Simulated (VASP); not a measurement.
Input of a VASP 6.6.1 run:

File INCAR:

```
PREC = Accurate
ENCUT = 520
EDIFF = 1E-6
ISMEAR = -1
SIGMA = 0.08
LREAL = F
LASPH = T
NELM = 80
ALGO = Normal
ISIF = 2
LWAVE = F
LCHARG = F
GGA = CA
NBANDS = 17
```

Contents of KPOINTS:

```
Automatic mesh
0
Gamma
  15 15 15
```

Contents of POSCAR:

```
TePb
1.0
    0.0000000000      2.6140121691      2.6140121691
    2.6140121691      0.0000000000      2.6140121691
    2.6140121691      2.6140121691      0.0000000000
Pb Te
1 1
Direct
    0.0000000000      0.0000000000      0.0000000000
    0.5000000000      0.5000000000      0.5000000000
```

Potentials or basis: VASP PAW LDA potentials, release 64 (Pb_d, Te).

Command:

```bash
$ cat potpaw_LDA.64/Pb_d/POTCAR potpaw_LDA.64/Te/POTCAR > POTCAR
$ mpirun -np 1 vasp_std > vasp.out
```

Question: Predict the pressure.

Answer: 111.6 GPa.
